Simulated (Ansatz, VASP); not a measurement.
**One calculation of Ru, two programs**

```
Ru
1.0
     1.36037   -2.35623    0.00000
     1.36037    2.35623    0.00000
     0.00000    0.00000    4.29606
Ru
2
Direct
  0.66667 0.33333 0.25000
  0.33333 0.66667 0.75000
```

Alike in both runs: task single point; functional PBE; k mesh 14 × 14 × 8; occupations fermi-dirac, width 0.08 eV; no spin polarisation.

|  | VASP | Ansatz |
| --- | --- | --- |
| version | VASP 6.6.1 | Ansatz 0.2.0 |
| potentials or method | VASP PAW PBE potentials, release 64 (Ru_pv), cutoff 500 eV | all-electron LAPW, scalar-relativistic |

```tsv
	VASP	Ansatz	Ansatz less VASP
pressure (GPa)	0.0	0.0	+0.01
traceless stress, the component that is largest in VASP (GPa)	-0.35	-0.38	-0.029
```

Ansatz ran all-electron here, and VASP with PAW potentials.
